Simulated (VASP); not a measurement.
Runs of VASP 6.6.1 on PbO. The structure is that of space group P6_3/mmc (No. 194), or close to it. The cells are those of the table. 

| level | cell | k mesh | gap on the mesh (eV) | pressure (GPa) |
| --- | --- | --- | --- | --- |
| PBE | a = 3.575, b = 3.575, c = 6.442 Å, angles 90.0, 90.0, 120.0°, 4 atoms | 6 × 6 × 4 | none | 2.7 |
| PBE | a = 3.682, b = 3.682, c = 6.636 Å, angles 90.0, 90.0, 120.0°, 4 atoms | 6 × 6 × 4 | 0.03 | -4.4 |
| r2SCAN | a = 3.566, b = 3.566, c = 6.470 Å, angles 90.0, 90.0, 120.0°, 4 atoms | 12 × 12 × 4 | none | (b) |
| PBE | a = 3.538, b = 3.538, c = 6.375 Å, angles 90.0, 90.0, 120.0°, 4 atoms | 6 × 6 × 4 | none | 6.0 |
| PBE | a = 3.611, b = 3.611, c = 6.508 Å, angles 90.0, 90.0, 120.0°, 4 atoms | 6 × 6 × 4 | none | -0.1 |
| r2SCAN | a = 3.530, b = 3.530, c = 6.405 Å, angles 90.0, 90.0, 120.0°, 4 atoms | 9 × 9 × 4 | 0.11 | (a) |
| PBE | a = 3.647, b = 3.647, c = 6.572 Å, angles 90.0, 90.0, 120.0°, 4 atoms | 6 × 6 × 4 | none | -2.5 |
| r2SCAN | a = 3.636, b = 3.636, c = 6.597 Å, angles 90.0, 90.0, 120.0°, 4 atoms | 9 × 9 × 4 | 0.22 | -4.9 |
| PBE | a = 3.566, b = 3.566, c = 6.470 Å, angles 90.0, 90.0, 120.0°, 4 atoms | 12 × 12 × 4 | none | 2.7 |
| r2SCAN | a = 3.494, b = 3.494, c = 6.338 Å, angles 90.0, 90.0, 120.0°, 4 atoms | 9 × 9 × 4 | 0.04 | 7.2 |
| r2SCAN | a = 3.602, b = 3.602, c = 6.534 Å, angles 90.0, 90.0, 120.0°, 4 atoms | 9 × 9 × 4 | 0.25 | -2.5 |
| r2SCAN | a = 3.566, b = 3.566, c = 6.470 Å, angles 90.0, 90.0, 120.0°, 4 atoms | 9 × 9 × 4 | 0.19 | (c) |

Alike in all rows: task single point; potentials or basis VASP PAW PBE potentials, release 64 (Pb_d, O); no spin polarisation; cutoff (eV) 520; smearing fermi-dirac 0.02 eV.

Question: Fill in the values left out.

Answer: (a) 3.4; (b) 0.1; (c) 0.2.

Caveats: spin-orbit coupling is left out, which moves the levels of the heavy elements; the PAW data sets were made with another functional, which shifts forces and pressure a little (some runs).

A k mesh can miss the band edges, and the runs leave out spin-orbit coupling on Pb.

A gap of «none» marks levels without a gap at the run's occupations.
